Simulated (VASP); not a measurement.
Write the native input for VASP 6.6.1 that does the following.

- Task: single point
- Functional: PBE
- Potentials or basis: VASP PAW PBE potentials, release 64 (Mg, H)
- Cutoff: 520 eV
- k mesh: 4 × 5 × 1
- Occupations: gaussian, width 0.1 eV
- Spin: no spin polarisation
- Dipole correction: yes
- Further INCAR settings: ALGO = Normal; EDIFF = 1e-06; NBANDS = 20

The structure of Mg4H lies in POSCAR:

```
Mg4H
1.0
    6.4201385733      0.0000000000      0.0000000000
    0.0000000000      5.1379129567      0.0000000000
    0.0000000000      0.0000000000     21.6644777330
Mg H
8 2
Direct
    0.0000000000      0.7500000000      0.1846340378
    0.5000000000      0.7500000000      0.1846340378
    0.2500000000      0.2500000000      0.2274076137
    0.7500000000      0.2500000000      0.2274076137
    0.2500000000      0.7500000000      0.3173234500
    0.7500000000      0.7500000000      0.3173234500
    0.0000000000      0.2500000000      0.3537808678
    0.5000000000      0.2500000000      0.3537808678
    0.6915900458      0.0833333333      0.4922563961
    0.8084099542      0.0833333333      0.4922563961
```

One way to write it, as run:

INCAR

```
PREC = Accurate ; ENCUT = 520
EDIFF = 1E-6 ; ISMEAR = 0
SIGMA = 0.1 ; LREAL = False
LASPH = True ; NELM = 60
ALGO = Normal ; ISIF = 2
LWAVE = False ; LCHARG = False
LDIPOL = True ; IDIPOL = 3
DIPOL = 0.5 0.5 0.315 ; GGA = PE
NBANDS = 20
```

KPOINTS

```
Automatic mesh
0
Gamma
  4 5 1
```

Potentials or basis: VASP PAW PBE potentials, release 64 (Mg, H).

The run is started by

```console
$ cat potpaw_PBE.64/Mg/POTCAR potpaw_PBE.64/H/POTCAR > POTCAR
$ mpirun -np 1 vasp_std > vasp.out
```

It gave:

```
Largest force          : 0.195 eV/Å
Band gap on the k mesh : zero (band 9 reaches -1.79 eV, above the bottom of band 10 at -2.05 eV)
```

Wall time 2.7 min on 1 thread of AMD EPYC 7R13 Processor (Zen 3), with other jobs on the host, peak memory 0.62 GiB.
